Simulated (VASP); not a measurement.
# SiC (P1) in VASP: single point with r2SCAN

Aim: the single point of SiC with r2SCAN.

All numbers are computed with VASP 6.6.1; they aren't measurements. Logs are shortened: lines on timing, memory, paths and dates and some standing lists are left out, and cuts for length are marked.

## 1. The cell of the first run

The typed cell holds 8 atoms: a = 4.473 Å, b = 4.170 Å, c = 4.241 Å, α = 85.68°, β = 90.10°, γ = 85.68°.

## 2. Single point, r2SCAN (atoms moved at random and the cell strained at random)

POSCAR reads:

```
SiC
1.0
    4.4699908202     -0.1628064343      0.0067004987
    0.1628064343     -4.1641414670     -0.1587316470
   -0.0067004987     -0.1587316470     -4.2384491634
Si C
4 4
Direct
   -0.0176329390      0.4868436277      0.5264813720
    0.4883706520     -0.0000666666      0.4970406243
    0.5233043616      0.4564389861      0.0180387474
    0.0243634070      0.0123620466     -0.0029221308
    0.7485278693      0.7523987969      0.7542099273
    0.2524563885      0.2575683294      0.7250432570
    0.2410070536      0.7704486629      0.2381141014
    0.7396032070      0.2640062170      0.2439941014
```

INCAR.step1 reads:

```
SYSTEM = SiC
PREC = Accurate ; ENCUT = 520
ISMEAR = 0 ; SIGMA = 0.05
LREAL = .False. ; LASPH = .True.
NELM = 80 ; NBANDS = 26
GGA = PE ; ALGO = Normal
EDIFF = 1E-4 ; LWAVE = .True.
LCHARG = .False.
```

INCAR.step2 reads:

```
SYSTEM = SiC
PREC = Accurate ; ENCUT = 520
EDIFF = 1E-7 ; ISMEAR = 0
SIGMA = 0.05 ; LREAL = .False.
LASPH = .True. ; NELM = 80
ALGO = Normal ; ISIF = 2
LWAVE = .False. ; LCHARG = .False.
METAGGA = R2SCAN ; LMIXTAU = .True.
NBANDS = 26 ; ISTART = 1
```

KPOINTS reads:

```
Automatic mesh
0
Gamma
  6 6 6
  0 0 0
```

Potentials or basis: VASP PAW PBE potentials, release 64 (Si, C).

On the command line:

```console
> cat potpaw_PBE.64/Si/POTCAR potpaw_PBE.64/C/POTCAR > POTCAR
> cp INCAR.step1 INCAR
> mpirun -np 1 vasp_std > vasp.out
> cp INCAR.step2 INCAR
> mpirun -np 1 vasp_std > vasp.out
```

OUTCAR:

```text
SYSTEM = SiC
   PREC = Accurate
   ENCUT = 520
   EDIFF = 1E-7
   ISMEAR = 0
   LREAL = .False.
   LASPH = .True.
   NELM = 80
   ISIF = 2
   METAGGA = R2SCAN
   ISTART = 1

 ion  position               nearest neighbor table
   1  0.982  0.487  0.526-   6 1.67   5 1.80   8 1.95   7 2.06   4 2.70   3 2.93   2 2.93   2 2.95
                             3 2.99   4 3.03   4 3.09   4 3.10   2 3.12
   2  0.488  1.000  0.497-   6 1.79   5 1.80   8 1.91   7 1.91   3 2.69   1 2.93   1 2.95   4 2.96
                             4 2.97   3 3.03   3 3.04   1 3.12
   3  0.523  0.456  0.018-   8 1.50   5 1.94   6 2.00   7 2.03   2 2.69   4 2.80   1 2.93   1 2.99
                             4 3.01   2 3.03   2 3.04   4 3.09
   4  0.024  0.012  0.997-   7 1.64   6 1.84   8 1.95   5 2.03   1 2.70   3 2.80   2 2.96   2 2.97
                             3 3.01   1 3.03   1 3.09   3 3.09   1 3.10
   5  0.749  0.752  0.754-   1 1.80   2 1.80   3 1.94   4 2.03
   6  0.252  0.258  0.725-   1 1.67   2 1.79   4 1.84   3 2.00
   7  0.241  0.770  0.238-   4 1.64   2 1.91   3 2.03   1 2.06
   8  0.740  0.264  0.244-   3 1.50   2 1.91   4 1.95   1 1.95

  LATTYP: Found a triclinic cell.
 ALAT       =     7.4563917774
 B/A-ratio  =     0.5998826062
 C/A-ratio  =     0.5688308533
 COS(alpha) =     0.0017135160
 COS(beta)  =     0.5277200951
 COS(gamma) =     0.6429724067

  Lattice vectors:

 A1 = (   4.6394977532,  -4.1682162543,   4.0864180151)
 A2 = (   4.4699908202,  -0.1628064343,   0.0067004987)
 A3 = (   0.0067004987,   0.1587316470,   4.2384491634)

Analysis of symmetry for initial positions (statically):
=====================================================================
 Subroutine PRICEL returns:
 Original cell was already a primitive cell.

 Routine SETGRP: Setting up the symmetry group for a
 triclinic supercell.

 Subroutine GETGRP returns: Found  1 space group operations
 (whereof  1 operations were pure point group operations)
 out of a pool of  2 trial point group operations.

The static configuration has the point symmetry C_1 .

Analysis of symmetry for dynamics (positions and initial velocities):
=====================================================================
 Subroutine PRICEL returns:
 Original cell was already a primitive cell.

 Routine SETGRP: Setting up the symmetry group for a
 triclinic supercell.

 Subroutine GETGRP returns: Found  1 space group operations
 (whereof  1 operations were pure point group operations)
 out of a pool of  2 trial point group operations.

The dynamic configuration has the point symmetry C_1 .

 Subroutine INISYM returns: Found  1 space group operations
 (whereof  1 operations are pure point group operations),
 and found     1 'primitive' translations

----------------------------------------------------------------------------------------

                                     Primitive cell

  volume of cell :      78.6676

  direct lattice vectors                    reciprocal lattice vectors
     4.469990820 -0.162806434  0.006700499     0.224035105  0.008785196 -0.000683183
     0.162806434 -4.164141467 -0.158731647    -0.008785196 -0.240833350  0.009033195
    -0.006700499 -0.158731647 -4.238449163     0.000683183  0.009033195 -0.236274730

  length of vectors
     4.472959732  4.170344809  4.241425697     0.224208329  0.241162768  0.236448331

  position of ions in fractional coordinates (direct lattice)
     0.982367061  0.486843628  0.526481372
     0.488370652  0.999933333  0.497040624
     0.523304362  0.456438986  0.018038747
     0.024363407  0.012362047  0.997077869
     0.748527869  0.752398797  0.754209927
     0.252456389  0.257568329  0.725043257
     0.241007054  0.770448663  0.238114101
     0.739603207  0.264006217  0.243994101

  ion indices of the primitive-cell ions
   primitive index   ion index
                 1           1
                 2           2
                 3           3
                 4           4
                 5           5
                 6           6
                 7           7
                 8           8

----------------------------------------------------------------------------------------

 KPOINTS: Automatic mesh

Automatic generation of k-mesh.
 Grid dimensions read from file:
 generate k-points for:    6    6    6

 Generating k-lattice:

  Cartesian coordinates                     Fractional coordinates (reciprocal lattice)
     0.037339184  0.001464199 -0.000113864     0.166666667 -0.000000000  0.000000000
    -0.001464199 -0.040138892  0.001505533    -0.000000000  0.166666667 -0.000000000
     0.000113864  0.001505533 -0.039379122     0.000000000 -0.000000000  0.166666667

  Length of vectors
     0.037368055  0.040193795  0.039408055

  Shift w.r.t. Gamma in fractional coordinates (k-lattice)
     0.000000000  0.000000000  0.000000000

 Subroutine IBZKPT returns following result:
 ===========================================

 Found    112 irreducible k-points:

 Following reciprocal coordinates:
            Coordinates               Weight
  0.000000  0.000000  0.000000      1.000000
  0.166667 -0.000000  0.000000      2.000000
  0.333333 -0.000000 -0.000000      2.000000
  0.500000  0.000000 -0.000000      1.000000
  0.000000  0.166667  0.000000      2.000000
  0.166667  0.166667  0.000000      2.000000
[... 16 lines left out ...]
  0.333333 -0.000000  0.166667      2.000000
  0.500000 -0.000000  0.166667      2.000000
 [... further k-points ...]
   k-points           NKPTS =    112   k-points in BZ     NKDIM =    112   number of bands    NBANDS=     26
   number of dos      NEDOS =    301   number of ions     NIONS =      8
   total plane-waves  NPLWV =  36864
   dimension x,y,z NGX =    36 NGY =   32 NGZ =   32
   dimension x,y,z NGXF=    72 NGYF=   64 NGZF=   64
   ions per type =               4   4
   NGX,Y,Z   is equivalent  to a cutoff of  13.38, 12.76, 12.54 a.u.
   NGXF,Y,Z  is equivalent  to a cutoff of  26.76, 25.51, 25.09 a.u.
 SYSTEM =  SiC
   PREC   = accura    normal or accurate (medium, high low for compatibility)
   ISTART =      1    job   : 0-new  1-cont  2-samecut
   ICHARG =      0    charge: 1-file 2-atom 10-const
   ISPIN  =      1    spin polarized calculation?
   LNONCOLLINEAR =      F non collinear calculations
   LSORBIT =      F    spin-orbit coupling
   LASPH  =      T    aspherical Exc in radial PAW
   ENCUT  =  520.0 eV  38.22 Ry    6.18 a.u.   8.32  7.75  7.89*2*pi/ulx,y,z
   NELM   =     80;   NELMIN=  2; NELMDL=  0     # of ELM steps
   EDIFF  = 0.1E-06   stopping-criterion for ELM
   LREAL  =      F    real-space projection
   EDIFFG = 0.1E-05   stopping-criterion for IOM
   NSW    =      0    number of steps for IOM
   IBRION =     -1    ionic relax: 0-MD 1-quasi-New 2-CG
   NFREE  =      0    steps in history (QN), initial steepest desc. (CG)
   ISIF   =      2    stress and relaxation
   ISYM   =      2    0-nonsym 1-usesym 2-fastsym
   POTIM  = 0.5000    time-step for ionic-motion
   TEBEG  =    0.0;   TEEND  =   0.0 temperature during run
   PSTRESS=    0.0 pullay stress
   NELECT =      32.0000    total number of electrons
   NUPDOWN=      -1.0000    fix difference up-down
   EMIN   =  10.00;   EMAX   =-10.00  energy-range for DOS
   EFERMI =   0.00;   METHOD = LEGACY
   ISMEAR =     0;   SIGMA  =   0.05  broadening in eV -4-tet -1-fermi 0-gaus
   EFERMI_NEDOS =   21; number of points for ismear=-14 and -15
   IALGO  =     38    algorithm
   IMIX   =      4    mixing-type and parameters
     AMIX     =   0.40;   BMIX     =  1.00
     AMIX_MAG =   1.60;   BMIX_MAG =  1.00
  volume/ion in A,a.u.               =       9.83        66.36
  Fermi-wavevector in a.u.,A,eV,Ry     =   1.212996  2.292231 20.019071  1.471360
  Thomas-Fermi vector in A             =   2.348463
   LORBIT       =      0    0 simple, 1 ext, 2 COOP (PROOUT), +10 PAW based schemes
   METAGGA = R2SCAN    functional components
   LHFCALC =     F    Hartree Fock is set to
   AEXX    =    0.0000 exact exchange contribution
   IVDW    =     0    specifies the selected vdW correction
   LEPSILON=     F    determine dielectric tensor
   LRPA    =     F    only Hartree local field effects (RPA)
 non-spin polarized calculation
 Gauss-broadening in eV      SIGMA  =   0.05
  energy-cutoff  :      520.00
  volume of cell :       78.67
 maximum number of plane-waves:      2136
 NGX is ok and might be reduce to    36
   NGX = 17   NGY = 15   NGZ = 15

 number of electron      32.0000000 magnetization

 Free energy of the ion-electron system (eV)
  ---------------------------------------------------
  ext. energy  EPLUGINS =         0.00000000
  ---------------------------------------------------
  free energy    TOTEN  =       -72.87691069 eV

  energy without entropy =      -72.87691069  energy(sigma->0) =      -72.87691069

 E-fermi :   9.2590     XC(G=0): -12.1474

 val. band max:        9.0521863733   @ k =   0.0000   0.0000   0.0000
 cond. band min:       9.4946085083   @ k =   0.0000   0.0000   0.0000
 fundamental gap:      0.4424221350
 Fermi energy:         9.2589870621

 k-point     1 :       0.0000    0.0000    0.0000
  band No.  band energies     occupation
      1      -8.2195      2.00000
      2      -3.7153      2.00000
      3      -2.6005      2.00000
      4      -2.5172      2.00000
      5      -0.3020      2.00000
      6       0.4575      2.00000
[... 18 lines left out ...]
     25      16.7899      0.00000
     26      19.3439      0.00000

 k-point     2 :       0.1667   -0.0000    0.0000
  band No.  band energies     occupation
      1      -8.0425      2.00000
      2      -4.3319      2.00000
      3      -2.7045      2.00000
      4      -2.5216      2.00000
      5       0.4540      2.00000
      6       0.6525      2.00000
[... 18 lines left out ...]
     25      17.0345      0.00000
     26      19.3751      0.00000

 k-point     3 :       0.3333   -0.0000   -0.0000
  band No.  band energies     occupation
      1      -7.5179      2.00000
      2      -5.5414      2.00000
      3      -2.6721      2.00000
      4      -2.4879      2.00000
      5       0.9983      2.00000
      6       1.2441      2.00000
[... 18 lines left out ...]
     25      18.0800      0.00000
     26      18.6856      0.00000

 k-point     4 :       0.5000    0.0000   -0.0000
  band No.  band energies     occupation
      1      -6.7159      2.00000
      2      -6.6138      2.00000
      3      -2.6234      2.00000
      4      -2.4753      2.00000
      5       1.3910      2.00000
      6       1.5042      2.00000
[... 18 lines left out ...]
     25      17.6517      0.00000
     26      18.2066      0.00000

 k-point     5 :       0.0000    0.1667    0.0000
  band No.  band energies     occupation
      1      -8.0248      2.00000
      2      -3.7467      2.00000
      3      -3.3970      2.00000
      4      -2.4498      2.00000
      5      -0.1011      2.00000
      6       0.6387      2.00000
[... 18 lines left out ...]
     25      17.3293      0.00000
     26      19.4883      0.00000

 k-point     6 :       0.1667    0.1667    0.0000
  band No.  band energies     occupation
      1      -7.8814      2.00000
      2      -4.1846      2.00000
      3      -3.2077      2.00000
      4      -2.6663      2.00000
      5       0.3922      2.00000
      6       0.7924      2.00000
[... 427 lines left out ...]
 k-point    21 :       0.0000    0.0000    0.1667
  band No.  band energies     occupation
      1      -8.0230      2.00000
      2      -4.0727      2.00000
      3      -2.9673      2.00000
      4      -2.5595      2.00000
      5      -0.1319      2.00000
      6       0.9961      2.00000
[... 18 lines left out ...]
     25      17.0881      0.00000
     26      19.4153      0.00000

 k-point    22 :       0.1667    0.0000    0.1667
  band No.  band energies     occupation
      1      -7.8459      2.00000
      2      -4.3369      2.00000
      3      -3.3869      2.00000
      4      -2.5856      2.00000
      5       0.6490      2.00000
      6       1.2752      2.00000
[... 18 lines left out ...]
     25      17.0514      0.00000
     26      19.2671      0.00000

 k-point    23 :       0.3333   -0.0000    0.1667
  band No.  band energies     occupation
      1      -7.3257      2.00000
      2      -5.3974      2.00000
      3      -3.3205      2.00000
      4      -2.6903      2.00000
      5       1.2818      2.00000
      6       1.5327      2.00000
[... 18 lines left out ...]
     25      18.1194      0.00000
     26      18.5055      0.00000

 k-point    24 :       0.5000   -0.0000    0.1667
  band No.  band energies     occupation
      1      -6.5397      2.00000
      2      -6.4379      2.00000
      3      -3.0459      2.00000
      4      -2.8924      2.00000
      5       1.3853      2.00000
      6       1.4959      2.00000
[... 18 lines left out ...]
     25      18.2636      0.00000
     26      18.4289      0.00000

 [... further k-points ...]
[... 5 lines left out ...]
  --------------------------------------------------------------------------------------
  -------------------------------------------------------------------------------------
  Total        8.6768565     14.8865282     16.4431656     19.1242500    -18.0127699    -10.0029128
  in kB      176.7164763    303.1852384    334.8883657    389.4924484   -366.8555814   -203.7234919
  external PRESSURE =     271.5966935 kB  Pullay stress =       0.0000000 kB

 VOLUME and BASIS-vectors are now :
 -----------------------------------------------------------------------------
  energy-cutoff  :      520.00
  volume of cell :       78.67
      direct lattice vectors                 reciprocal lattice vectors
     4.469990820 -0.162806434  0.006700499     0.224035105  0.008785196 -0.000683183
     0.162806434 -4.164141467 -0.158731647    -0.008785196 -0.240833350  0.009033195
    -0.006700499 -0.158731647 -4.238449163     0.000683183  0.009033195 -0.236274730

 POSITION                                       TOTAL-FORCE (eV/Angst)
 -----------------------------------------------------------------------------------
      4.46691     -2.27079     -2.30216        -1.117443     -4.014686      4.579380
      2.34248     -4.32227     -2.26213         0.568262      1.330676      1.161016
      2.41336     -1.98874     -0.14540        -8.856183     -9.883068      8.349629
      0.10424     -0.21371     -4.22786        -4.227443     -0.613905      2.269274
      3.46335     -3.37468     -3.31109         0.019245      0.303057     -1.055789
      1.16555     -1.22874     -3.11225         2.241717      1.498618     -3.856295
      1.20114     -3.28529     -1.12991         3.119055      4.487764     -3.518298
      3.34737     -1.25850     -1.07111         8.252791      6.891544     -7.928916
 -----------------------------------------------------------------------------------
    total drift:                                0.000223      0.000644     -0.000550

  FREE ENERGIE OF THE ION-ELECTRON SYSTEM (eV)
  ---------------------------------------------------
  free  energy   TOTEN  =       -72.8769106933 eV

  energy  without entropy=      -72.8769106933  energy(sigma->0) =      -72.87691069
```

It took 6.2 min on 1 thread of Intel Xeon Platinum 8488C (Sapphire Rapids), shared host; peak memory 0.3 GiB.

Results:

```yaml
Free_energy: -72.8769 eV
Pressure: 27.2 GPa
Largest_force: 15.679 eV/Å
Band_gap_on_the_k_mesh: 0.44 eV
```

Forces on the atoms (eV/Å):
```
Si  -1.117 -4.015  4.579
Si   0.568  1.331  1.161
Si  -8.856 -9.883  8.350
Si  -4.227 -0.614  2.269
C    0.019  0.303 -1.056
C    2.242  1.499 -3.856
C    3.119  4.488 -3.518
C    8.253  6.892 -7.929
```

Caveat: the cell differs from its parent crystal (atoms moved at random and the cell strained at random); the cell stands under pressure; the PAW data sets were made with another functional, which shifts forces and pressure a little.
